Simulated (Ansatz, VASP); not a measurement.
# Ta: VASP beside Ansatz

INCAR

```
SYSTEM = Ta
PREC     = Accurate       ! precision mode
ENCUT    = 520            ! plane-wave cutoff, eV
EDIFF    = 1E-6           ! SCF threshold, eV
ISMEAR   = -1             ! smearing method
SIGMA    = 0.05           ! smearing width, eV
LREAL    = .FALSE.        ! projectors in reciprocal space
LASPH    = .TRUE.         ! aspherical terms in the spheres
NELM     = 80             ! most SCF steps
ALGO     = Normal         ! electronic algorithm
ISIF     = 2              ! what is computed and relaxed
LWAVE    = .FALSE.        ! write WAVECAR
LCHARG   = .TRUE.         ! write CHGCAR
GGA      = PS             ! functional
LELF     = .TRUE.         ! ELF
LVHAR    = .TRUE.       
NBANDS   = 12             ! bands
```

Contents of KPOINTS:

```
Automatic mesh
0
G
  15 15 15
  0 0 0
```

Contents of POSCAR:

```
Ta
1.0
   -1.6836662614      1.6836662614      1.6836662614
    1.6836662614     -1.6836662614      1.6836662614
    1.6836662614      1.6836662614     -1.6836662614
Ta
1
Direct
    0.0000000000      0.0000000000      0.0000000000
```

Input for Ansatz:

```yaml
crystal:
  lattice:
    - [-1.6836662614, 1.6836662614, 1.6836662614]
    - [1.6836662614, -1.6836662614, 1.6836662614]
    - [1.6836662614, 1.6836662614, -1.6836662614]
  atoms:
    - { symbol: Ta, position: [0.0, 0.0, 0.0] }
kpoints:
  mp_grid: { grid: [15, 15, 15] }
  band_path:
    path:
      - [0.0, 0.0, 0.0]
      - [0.5, -0.5, 0.5]
      - [0.0, 0.0, 0.5]
      - [0.0, 0.0, 0.0]
      - [0.25, 0.25, 0.25]
      - [0.5, -0.5, 0.5]
      - [0.25, 0.25, 0.25]
      - [0.0, 0.0, 0.5]
    npoints: 5
scf:
  occupations: { method: fermi_dirac, width: 0.05 }
hamiltonian:
  xc: pbesol
  pseudopotentials: { kind: all_electron, lapw: { basis_error: 0.00025 } }
output:
  forces: true
  stress: true
  eigenvalues: true
```

Change from the starting cell: volume scaled by 1.06.

Alike in both runs: task single point; functional PBEsol; k mesh 15 × 15 × 15; occupations fermi-dirac, width 0.05 eV; no spin polarisation.

|  | VASP | Ansatz |
| --- | --- | --- |
| version | VASP 6.6.1 | Ansatz 0.2.0 |
| potentials or method | VASP PAW PBE potentials, release 64 (Ta_pv), cutoff 520 eV | all-electron LAPW, scalar-relativistic |

```csv
,VASP,Ansatz,Ansatz less VASP
pressure (GPa),-13.9,-13.9,-0.05
```

VASP's potentials were made for PBE, not for PBEsol. Ansatz ran all-electron here, and VASP with PAW potentials.

Neither program's run includes spin-orbit coupling.
